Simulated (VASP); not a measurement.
# Al3Se (Pm-3m) in VASP: notebook

Al3Se is run at these levels: PBEsol; tasks: single point.

Program: VASP 6.6.1. These are calculated values, not measurements. Logs are shortened: lines on timing, memory, paths and dates and some standing lists are left out, and cuts for length are marked.

### Step 1. The cell of the first run

The structure is cubic, space group Pm-3m (No. 221). The conventional cell has a = 4.326 Å, b = 4.326 Å, c = 4.326 Å, α = 90.00°, β = 90.00°, γ = 90.00°. Within 4.0 Å of Al (site symmetry 4/mmm) lie 8 Al at 3.06 Å and 4 Se at 3.06 Å. Within 4.0 Å of Se (site symmetry m-3m) lie 12 Al at 3.06 Å.

### Step 2. Single point, PBEsol (Ga replaced by Al, lengths x 0.996, strained)

The input, INCAR:

```
SYSTEM = Al3Se
ALGO = Normal ; EDIFF = 1E-6
ENCUT = 500 ; GGA = PS
GGA_COMPAT = .FALSE. ; ISIF = 2
ISMEAR = 0 ; LASPH = .TRUE.
LCHARG = .FALSE. ; LREAL = .FALSE.
LWAVE = .FALSE. ; NBANDS = 16
NELM = 120 ; PREC = Accurate
SIGMA = 0.1
```

The input, KPOINTS:

```
k-points
0
G
  4 4 4
  0 0 0
```

The input, POSCAR:

```
Al3Se
1.0
    4.3255194695      0.0000000000      0.0000000000
    0.0000000000      4.3255194695      0.0000000000
    0.0000000000      0.0000000000      4.3255194695
Al Se
3 1
Direct
    0.0000000000      0.5000000000      0.5000000000
    0.5000000000      0.0000000000      0.5000000000
    0.5000000000      0.5000000000      0.0000000000
    0.0000000000      0.0000000000      0.0000000000
```

Potentials or basis: VASP PAW PBE potentials, release 64 (Al, Se).

The run is started by

```console
> cat potpaw_PBE.64/Al/POTCAR potpaw_PBE.64/Se/POTCAR > POTCAR
> mpirun -np 1 vasp_std > vasp.out
```

OUTCAR:

```text
SYSTEM = Al3Se
   EDIFF = 1E-6
   ENCUT = 500
   GGA = PS
   ISIF = 2
   ISMEAR = 0
   LASPH = .TRUE.
   LREAL = .FALSE.
   NELM = 120
   PREC = Accurate

 ion  position               nearest neighbor table
   1  0.000  0.500  0.500-   2 3.06   3 3.06   4 3.06   3 3.06   4 3.06   2 3.06   4 3.06   4 3.06
                             2 3.06   3 3.06   3 3.06   2 3.06
   2  0.500  0.000  0.500-   1 3.06   3 3.06   4 3.06   3 3.06   4 3.06   1 3.06   3 3.06   3 3.06
                             1 3.06   4 3.06   4 3.06   1 3.06
   3  0.500  0.500  0.000-   1 3.06   2 3.06   4 3.06   1 3.06   2 3.06   2 3.06   4 3.06   2 3.06
                             1 3.06   4 3.06   1 3.06   4 3.06
   4  0.000  0.000  0.000-   1 3.06   2 3.06   3 3.06   1 3.06   2 3.06   1 3.06   3 3.06   1 3.06
                             2 3.06   3 3.06   2 3.06   3 3.06

  LATTYP: Found a simple cubic cell.
 ALAT       =     4.3255194695

  Lattice vectors:

 A1 = (   4.3255194695,   0.0000000000,   0.0000000000)
 A2 = (   0.0000000000,   4.3255194695,   0.0000000000)
 A3 = (   0.0000000000,   0.0000000000,   4.3255194695)

Analysis of symmetry for initial positions (statically):
=====================================================================
 Subroutine PRICEL returns:
 Original cell was already a primitive cell.

 Routine SETGRP: Setting up the symmetry group for a
 simple cubic supercell.

 Subroutine GETGRP returns: Found 48 space group operations
 (whereof 48 operations were pure point group operations)
 out of a pool of 48 trial point group operations.

The static configuration has the point symmetry O_h .

Analysis of symmetry for dynamics (positions and initial velocities):
=====================================================================
 Subroutine PRICEL returns:
 Original cell was already a primitive cell.

 Routine SETGRP: Setting up the symmetry group for a
 simple cubic supercell.

 Subroutine GETGRP returns: Found 48 space group operations
 (whereof 48 operations were pure point group operations)
 out of a pool of 48 trial point group operations.

The dynamic configuration has the point symmetry O_h .

 Subroutine INISYM returns: Found 48 space group operations
 (whereof 48 operations are pure point group operations),
 and found     1 'primitive' translations

----------------------------------------------------------------------------------------

                                     Primitive cell

  volume of cell :      80.9310

  direct lattice vectors                    reciprocal lattice vectors
     4.325519469  0.000000000  0.000000000     0.231186105  0.000000000  0.000000000
     0.000000000  4.325519469  0.000000000     0.000000000  0.231186105  0.000000000
     0.000000000  0.000000000  4.325519469     0.000000000  0.000000000  0.231186105

  length of vectors
     4.325519469  4.325519469  4.325519469     0.231186105  0.231186105  0.231186105

  position of ions in fractional coordinates (direct lattice)
     0.000000000  0.500000000  0.500000000
     0.500000000  0.000000000  0.500000000
     0.500000000  0.500000000  0.000000000
     0.000000000  0.000000000  0.000000000

  ion indices of the primitive-cell ions
   primitive index   ion index
                 1           1
                 2           2
                 3           3
                 4           4

----------------------------------------------------------------------------------------

 KPOINTS: k-points

Automatic generation of k-mesh.
 Grid dimensions read from file:
 generate k-points for:    4    4    4

 Generating k-lattice:

  Cartesian coordinates                     Fractional coordinates (reciprocal lattice)
     0.057796526  0.000000000  0.000000000     0.250000000  0.000000000  0.000000000
     0.000000000  0.057796526  0.000000000     0.000000000  0.250000000  0.000000000
     0.000000000  0.000000000  0.057796526     0.000000000  0.000000000  0.250000000

  Length of vectors
     0.057796526  0.057796526  0.057796526

  Shift w.r.t. Gamma in fractional coordinates (k-lattice)
     0.000000000  0.000000000  0.000000000

 Subroutine IBZKPT returns following result:
 ===========================================

 Found     10 irreducible k-points:

 Following reciprocal coordinates:
            Coordinates               Weight
  0.000000  0.000000  0.000000      1.000000
  0.250000  0.000000  0.000000      6.000000
  0.500000  0.000000  0.000000      3.000000
  0.250000  0.250000  0.000000     12.000000
  0.500000  0.250000  0.000000     12.000000
  0.500000  0.500000  0.000000      3.000000
  0.250000  0.250000  0.250000      8.000000
  0.500000  0.250000  0.250000     12.000000
  0.500000  0.500000  0.250000      6.000000
  0.500000  0.500000  0.500000      1.000000
   k-points           NKPTS =     10   k-points in BZ     NKDIM =     10   number of bands    NBANDS=     16
   number of dos      NEDOS =    301   number of ions     NIONS =      4
   total plane-waves  NPLWV =  32768
   dimension x,y,z NGX =    32 NGY =   32 NGZ =   32
   dimension x,y,z NGXF=    64 NGYF=   64 NGZF=   64
   ions per type =               3   1
   NGX,Y,Z   is equivalent  to a cutoff of  12.30, 12.30, 12.30 a.u.
   NGXF,Y,Z  is equivalent  to a cutoff of  24.60, 24.60, 24.60 a.u.
 SYSTEM =  Al3Se
   PREC   = accura    normal or accurate (medium, high low for compatibility)
   ISTART =      0    job   : 0-new  1-cont  2-samecut
   ICHARG =      2    charge: 1-file 2-atom 10-const
   ISPIN  =      1    spin polarized calculation?
   LNONCOLLINEAR =      F non collinear calculations
   LSORBIT =      F    spin-orbit coupling
   LASPH  =      T    aspherical Exc in radial PAW
   ENCUT  =  500.0 eV  36.75 Ry    6.06 a.u.   7.89  7.89  7.89*2*pi/ulx,y,z
   NELM   =    120;   NELMIN=  2; NELMDL= -5     # of ELM steps
   EDIFF  = 0.1E-05   stopping-criterion for ELM
   LREAL  =      F    real-space projection
   EDIFFG = 0.1E-04   stopping-criterion for IOM
   NSW    =      0    number of steps for IOM
   IBRION =     -1    ionic relax: 0-MD 1-quasi-New 2-CG
   NFREE  =      0    steps in history (QN), initial steepest desc. (CG)
   ISIF   =      2    stress and relaxation
   ISYM   =      2    0-nonsym 1-usesym 2-fastsym
   POTIM  = 0.5000    time-step for ionic-motion
   TEBEG  =    0.0;   TEEND  =   0.0 temperature during run
   PSTRESS=    0.0 pullay stress
   NELECT =      15.0000    total number of electrons
   NUPDOWN=      -1.0000    fix difference up-down
   EMIN   =  10.00;   EMAX   =-10.00  energy-range for DOS
   EFERMI =   0.00;   METHOD = LEGACY
   ISMEAR =     0;   SIGMA  =   0.10  broadening in eV -4-tet -1-fermi 0-gaus
   EFERMI_NEDOS =   21; number of points for ismear=-14 and -15
   IALGO  =     38    algorithm
   IMIX   =      4    mixing-type and parameters
     AMIX     =   0.40;   BMIX     =  1.00
     AMIX_MAG =   1.60;   BMIX_MAG =  1.00
  volume/ion in A,a.u.               =      20.23       136.54
  Fermi-wavevector in a.u.,A,eV,Ry     =   0.933398  1.763867 11.853835  0.871232
  Thomas-Fermi vector in A             =   2.060096
   LORBIT       =      0    0 simple, 1 ext, 2 COOP (PROOUT), +10 PAW based schemes
   GGA     = PS    functional components
   LHFCALC =     F    Hartree Fock is set to
   AEXX    =    0.0000 exact exchange contribution
   IVDW    =     0    specifies the selected vdW correction
   LEPSILON=     F    determine dielectric tensor
   LRPA    =     F    only Hartree local field effects (RPA)
 non-spin polarized calculation
 Gauss-broadening in eV      SIGMA  =   0.10
  energy-cutoff  :      500.00
  volume of cell :       80.93
 maximum number of plane-waves:      2103
 NGX is ok and might be reduce to    32
   NGX = 15   NGY = 15   NGZ = 15

 number of electron      15.0000001 magnetization

 Free energy of the ion-electron system (eV)
  ---------------------------------------------------
  ext. energy  EPLUGINS =         0.00000000
  ---------------------------------------------------
  free energy    TOTEN  =       -15.36112739 eV

  energy without entropy =      -15.34217090  energy(sigma->0) =      -15.35164914

 E-fermi :   6.2309     XC(G=0):  -9.8115

 val. band max:        6.2221697196   @ k =   0.2500   0.2500   0.0000
 cond. band min:       6.3020807745   @ k =   0.5000   0.2500   0.2500
 fundamental gap:      0.0799110549
 Fermi energy:         6.2308969570

 k-point     1 :       0.0000    0.0000    0.0000
  band No.  band energies     occupation
      1      -8.0860      2.00000
      2      -0.8102      2.00000
      3       1.7691      2.00000
      4       1.7691      2.00000
      5       1.7691      2.00000
      6       4.3744      2.00000
[... 8 lines left out ...]
     15      11.2101      0.00000
     16      11.2101      0.00000

 k-point     2 :       0.2500    0.0000    0.0000
  band No.  band energies     occupation
      1      -7.9176      2.00000
      2      -1.5613      2.00000
      3       1.4589      2.00000
      4       2.0790      2.00000
      5       2.0790      2.00000
      6       4.8532      2.00000
[... 8 lines left out ...]
     15      12.2129      0.00000
     16      13.5738      0.00000

 k-point     3 :       0.5000    0.0000    0.0000
  band No.  band energies     occupation
      1      -7.7250      2.00000
      2      -2.2922      2.00000
      3       1.7407      2.00000
      4       2.5192      2.00000
      5       2.5192      2.00000
      6       4.4458      2.00000
[... 8 lines left out ...]
     15      12.4830      0.00000
     16      12.4830      0.00000

 k-point     4 :       0.2500    0.2500    0.0000
  band No.  band energies     occupation
      1      -7.7663      2.00000
      2      -1.5029      2.00000
      3       0.0720      2.00000
      4       2.3682      2.00000
      5       3.0548      2.00000
      6       3.5461      2.00000
[... 8 lines left out ...]
     15      11.4546      0.00000
     16      12.6405      0.00000

 k-point     5 :       0.5000    0.2500    0.0000
  band No.  band energies     occupation
      1      -7.5963      2.00000
      2      -1.8263      2.00000
      3       0.0717      2.00000
      4       2.0931      2.00000
      5       2.7625      2.00000
      6       3.8936      2.00000
[... 8 lines left out ...]
     15      12.0385      0.00000
     16      12.9925      0.00000

 k-point     6 :       0.5000    0.5000    0.0000
  band No.  band energies     occupation
      1      -7.4548      2.00000
      2      -0.8033      2.00000
      3      -0.8033      2.00000
      4       0.1714      2.00000
      5       3.0687      2.00000
      6       5.0629      2.00000
[... 8 lines left out ...]
     15      14.1244      0.00000
     16      14.1850      0.00000

 k-point     7 :       0.2500    0.2500    0.2500
  band No.  band energies     occupation
      1      -7.6305      2.00000
      2      -1.3170      2.00000
      3       0.4900      2.00000
      4       0.4900      2.00000
      5       3.4002      2.00000
      6       4.4455      2.00000
[... 8 lines left out ...]
     15      12.4329      0.00000
     16      13.6840      0.00000

 k-point     8 :       0.5000    0.2500    0.2500
  band No.  band energies     occupation
      1      -7.4801      2.00000
      2      -1.3643      2.00000
      3       0.1109      2.00000
      4       1.2559      2.00000
      5       2.3006      2.00000
      6       2.8825      2.00000
[... 8 lines left out ...]
     15      13.1077      0.00000
     16      13.3391      0.00000

 k-point     9 :       0.5000    0.5000    0.2500
  band No.  band energies     occupation
      1      -7.3537      2.00000
      2      -0.3638      2.00000
      3      -0.3638      2.00000
      4       0.6493      2.00000
      5       1.3864      2.00000
      6       3.6450      2.00000
[... 8 lines left out ...]
     15      14.5329      0.00000
     16      14.5971      0.00000

 k-point    10 :       0.5000    0.5000    0.5000
  band No.  band energies     occupation
      1      -7.2454      2.00000
      2       0.4933      2.00000
      3       0.4933      2.00000
      4       0.4933      2.00000
      5       1.9089      2.00000
      6       1.9089      2.00000
[... 8 lines left out ...]
     15      15.4433      0.00000
     16      15.4520      0.00000

------------------------ aborting loop because EDIFF is reached ----------------------------------------

  FORCE on cell =-STRESS in cart. coord.  units (eV):
  Direction    XX          YY          ZZ          XY          YZ          ZX
  --------------------------------------------------------------------------------------
  -------------------------------------------------------------------------------------
  Total       -2.0025741     -2.0025741     -2.0025741      0.0000000     -0.0000000      0.0000000
  in kB      -39.6446302    -39.6446302    -39.6446302      0.0000000     -0.0000000      0.0000000
  external PRESSURE =     -39.6446302 kB  Pullay stress =       0.0000000 kB

 VOLUME and BASIS-vectors are now :
 -----------------------------------------------------------------------------
  energy-cutoff  :      500.00
  volume of cell :       80.93
      direct lattice vectors                 reciprocal lattice vectors
     4.325519469  0.000000000  0.000000000     0.231186105  0.000000000  0.000000000
     0.000000000  4.325519469  0.000000000     0.000000000  0.231186105  0.000000000
     0.000000000  0.000000000  4.325519469     0.000000000  0.000000000  0.231186105

 POSITION                                       TOTAL-FORCE (eV/Angst)
 -----------------------------------------------------------------------------------
      0.00000      2.16276      2.16276         0.000000      0.000000      0.000000
      2.16276      0.00000      2.16276         0.000000      0.000000      0.000000
      2.16276      2.16276      0.00000         0.000000      0.000000      0.000000
      0.00000      0.00000      0.00000         0.000000      0.000000      0.000000
 -----------------------------------------------------------------------------------
    total drift:                               -0.000000      0.000000     -0.000000

  FREE ENERGIE OF THE ION-ELECTRON SYSTEM (eV)
  ---------------------------------------------------
  free  energy   TOTEN  =       -15.3611273856 eV

  energy  without entropy=      -15.3421709028  energy(sigma->0) =      -15.35164914
```

Run time: 12 s. Hardware: 1 thread of AMD EPYC 7R43 (Zen 3), shared host; peak memory 0.14 GiB.

What came out:

```yaml
Free_energy: -15.3611 eV
Pressure: -4.0 GPa
Band_gap_on_the_k_mesh: zero (an odd number of electrons rules out a gap without spin polarisation)
```

Caveat: the k points lie up to 0.36 Å⁻¹ apart, too coarse for converged energies and pressures of a metal; the cell differs from its parent crystal (Ga replaced by Al, lengths x 0.996, strained); the PAW data sets were made with another functional, which shifts forces and pressure a little.

### Step 3. Single point, PBEsol (Ga replaced by Al, lengths x 0.996, strained)

The input, INCAR:

```
PREC = Accurate
ENCUT = 500
EDIFF = 1E-6
ISMEAR = 0
SIGMA = 0.1
LREAL = False
LASPH = True
NELM = 120
ALGO = Normal
ISIF = 2
LWAVE = False
LCHARG = True
GGA = PS
LELF = True
LVHAR = True
NBANDS = 16
GGA_COMPAT = False
```

The input, KPOINTS:

```
regular mesh
0
Gamma
  10 10 10
```

POSCAR is that of step 2.

Potentials or basis: VASP PAW PBE potentials, release 64 (Al, Se).

The run is started by

```console
> cat potpaw_PBE.64/Al/POTCAR potpaw_PBE.64/Se/POTCAR > POTCAR
> mpirun -np 1 vasp_std > vasp.out
```

It took 48 s on 1 thread of AMD EPYC 7R43 (Zen 3), shared host; peak memory 0.18 GiB.

The run converged. Its results:

```yaml
Free_energy: -15.5042 eV
Pressure: -4.4 GPa
Band_gap_on_the_k_mesh: zero (an odd number of electrons rules out a gap without spin polarisation)
```

Levels at points of the mesh, in eV from the Fermi level:
| k point | band 6 | band 7 | band 8 | band 9 | band 10 | band 11 |
| --- | --- | --- | --- | --- | --- | --- |
| (0.00, 0.00, 0.00) | -1.75 | -1.75 | 1.57 | 1.57 | 1.57 | 4.25 |
| (0.50, 0.00, 0.00) | -1.69 | -0.68 | -0.68 | -0.05 | 0.38 | 3.97 |
| (0.50, 0.50, 0.00) | -1.06 | 0.00 | 0.00 | 1.15 | 1.15 | 1.17 |
| (0.50, 0.50, 0.50) | -4.22 | -4.22 | -3.86 | 4.12 | 4.12 | 4.12 |

Caveat: the cell differs from its parent crystal (Ga replaced by Al, lengths x 0.996, strained); the cell stands under tension; the PAW data sets were made with another functional, which shifts forces and pressure a little.

The gap in the log of VASP goes by the Fermi energy; the results here count the filled bands.